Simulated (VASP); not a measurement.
NaF: single point with PBE

Crystal: NaF.

```
Na F
1.0
     0.00000    2.29717    2.41203
     2.29717    0.00000    2.41203
     2.29717    2.29717    0.00000
Na F
1 1
Cartesian
  0.0000 0.0000 0.0000
  2.2972 2.2972 2.4120
```

This cell differs from its parent crystal: uniaxial z strain +5.0%.

- Program: VASP 6.6.1
- Task: single point
- Functional: PBE
- Potentials or basis: VASP PAW PBE potentials, release 64 (Na_pv, F)
- Cutoff: 520 eV
- k mesh: 10 × 10 × 10
- Occupations: fermi-dirac, width 0.02 eV
- Spin: no spin polarisation

```
Pressure               : 1.1 GPa
Band gap on the k mesh : 6.17 eV, direct
```

Stress tensor (GPa, compression positive):
```
 2.27  0.00  0.00
 0.00  2.27  0.00
 0.00  0.00 -1.26
```

Levels at points of the mesh, in eV from the valence-band top:
| k point | band 3 | band 4 | band 5 | band 6 | band 7 | band 8 | band 9 | band 10 | band 11 | band 12 |
| --- | --- | --- | --- | --- | --- | --- | --- | --- | --- | --- |
| (0.00, 0.00, 0.00) | -19.00 | -19.00 | 0.00 | 0.00 | 0.00 | 6.17 | 18.61 | 18.95 | 18.95 | 21.65 |
| (0.50, 0.00, 0.00) | -19.01 | -18.21 | -1.54 | -0.26 | -0.23 | 10.64 | 12.27 | 19.44 | 20.33 | 22.26 |
| (0.50, 0.50, 0.00) | -19.04 | -18.92 | -1.28 | -0.34 | -0.34 | 12.53 | 13.27 | 13.54 | 19.87 | 19.87 |
| (0.50, 0.00, 0.50) | -19.06 | -18.89 | -1.21 | -0.46 | -0.38 | 13.09 | 13.18 | 13.44 | 19.06 | 19.53 |

Wall time 14 s on 1 thread of Intel(R) Xeon(R) 6975P-C (Granite Rapids) (shared host), peak memory 0.16 GiB.

Caveat: the cell differs from its parent crystal (uniaxial z strain +5.0%). A k mesh can miss the band edges.
